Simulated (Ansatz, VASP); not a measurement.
## Two plane-wave programs on NaAl3

```xyz
4
Lattice="-2.1877 2.1877 3.9802 2.1877 -2.1877 3.9802 2.1877 2.1877 -3.9802" Properties=species:S:1:pos:R:3 pbc="T T T"
Na    0.0000    0.0000    0.0000
Al    0.0000    2.1877    1.9901
Al    2.1877    0.0000    1.9901
Al    0.0000    0.0000    3.9802
```

Alike in both runs: task single point; functional PBE; k mesh 4 × 4 × 4; occupations gaussian, width 0.1 eV; no spin polarisation.

|  | VASP | Ansatz |
| --- | --- | --- |
| version | VASP 6.6.1 | Ansatz 0.2.0 |
| potentials or method | VASP PAW PBE potentials, release 64 (Na_pv, Al), cutoff 500 eV | scalar-relativistic, plane waves, PAW |
| valence electrons in the cell | 16 | 18 |

```tsv
	VASP	Ansatz	Ansatz less VASP
gap on the k mesh at the Fermi level (eV)	none	none	-
pressure (GPa)	0.3	0.3	-0.02
traceless stress, the component that is largest in VASP (GPa)	-4.37	-4.37	+0.007
```

A gap of «none» marks a metal or a gap that the smearing closes. The functional is the same, so the differences come from potentials, cutoffs and numerics. VASP's potentials hold 16 valence electrons a cell and Ansatz's 18, so a difference there can come from the potentials and not from the codes. Ansatz's warnings: stress scf threshold loose.

The k mesh is coarse, so the values compare programs but aren't converged.
